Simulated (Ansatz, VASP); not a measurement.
**One calculation of HfO2, two programs**

```
Hf O
1.0
    -2.55750   -2.55750    0.00000
     2.55750   -2.55750    0.00000
     0.00000    0.00000   10.23000
Hf O
4 8
Direct
  0.00000 0.00000 0.00000
  0.50000 0.50000 0.25000
  0.00000 0.00000 0.50000
  0.50000 0.50000 0.75000
  0.50000 0.00000 0.12500
  0.00000 0.50000 0.37500
  0.50000 0.00000 0.62500
  0.00000 0.50000 0.87500
  0.50000 0.00000 0.37500
  0.00000 0.50000 0.62500
  0.50000 0.00000 0.87500
  0.00000 0.50000 0.12500
```

Alike in both runs: task single point; functional PBE; k mesh 6 × 6 × 3; occupations gaussian, width 0.05 eV; no spin polarisation.

```csv
,VASP,Ansatz
version,VASP 6.6.1,Ansatz 0.2.0
potentials or method,"VASP PAW PBE potentials, release 64 (Hf_pv, O), cutoff 520 eV","scalar-relativistic, plane waves, PAW"
valence electrons in the cell,88,152
```

|  | VASP | Ansatz | Ansatz less VASP |
| --- | --- | --- | --- |
| gap on the k mesh at the Fermi level (eV) | 3.73 | 3.72 | -0.009 |
| least direct gap on the mesh (eV) | 3.73 | 3.72 | -0.009 |
| pressure (GPa) | -6.0 | -2.5 | +3.54 |

VASP's potentials hold 88 valence electrons a cell and Ansatz's 152, so a difference there can come from the potentials and not from the codes.

Neither program's run includes spin-orbit coupling.
